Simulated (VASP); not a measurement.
Write the native input for VASP 6.6.1 that does the following.

```yaml
Task: single point
Functional: PBE
Potentials_or_basis: VASP PAW PBE potentials, release 64 (Cu, O)
Cutoff: 520 eV
k_mesh: 7 × 7 × 7
Occupations: fermi-dirac, width 0.05 eV
Spin: no spin polarisation
Dipole_correction: no
Further_INCAR_settings: ALGO = Normal; EDIFF = 1e-06; NBANDS = 34
```

The structure of CuO lies in POSCAR:

```
CuO
1.0
    4.1047012280      0.0000000000      0.0000000000
    0.0000000000      4.1047012280      0.0000000000
    0.0000000000      0.0000000000      3.8351008429
Cu O
3 3
Direct
    0.5000000000      0.0000000000      0.5000000000
    0.0000000000      0.5000000000      0.5000000000
    0.0000000000      0.0000000000      0.0000000000
    0.0000000000      0.0000000000      0.5000000000
    0.5000000000      0.0000000000      0.0000000000
    0.0000000000      0.5000000000      0.0000000000
```

These files were run (other wordings do the same):

INCAR

```
SYSTEM = CuO
  ALGO = Normal
  EDIFF = 1E-6
  ENCUT = 520
  GGA = PE
  ISIF = 2
  ISMEAR = -1
  LASPH = .True.
  LCHARG = .True.
  LELF = .True.
  LREAL = .False.
  LVHAR = .True.
  LWAVE = .False.
  NBANDS = 34
  NELM = 60
  PREC = Accurate
  SIGMA = 0.05
```

KPOINTS

```
k-points
0
Gamma
  7 7 7
  0 0 0
```

Potentials or basis: VASP PAW PBE potentials, release 64 (Cu, O).

Launch:

```sh
$ cat potpaw_PBE.64/Cu/POTCAR potpaw_PBE.64/O/POTCAR > POTCAR
$ mpirun -np 1 vasp_std > vasp.out
```

Results of the run:

| Item | Value |
| --- | --- |
| Pressure | 9.1 GPa |
| Band gap on the k mesh | zero (an odd number of electrons rules out a gap without spin polarisation) |

Caveat: the cell stands under pressure; an odd number of electrons without spin polarisation forces a metal; a magnetic or distorted state may lie lower; semilocal functionals often make such compounds metallic where correlation or magnetic order opens a gap, which also shifts bond lengths.

It took 2.7 min on 1 thread of Intel Xeon 8259CL, on a shared host, peak memory 0.22 GiB.
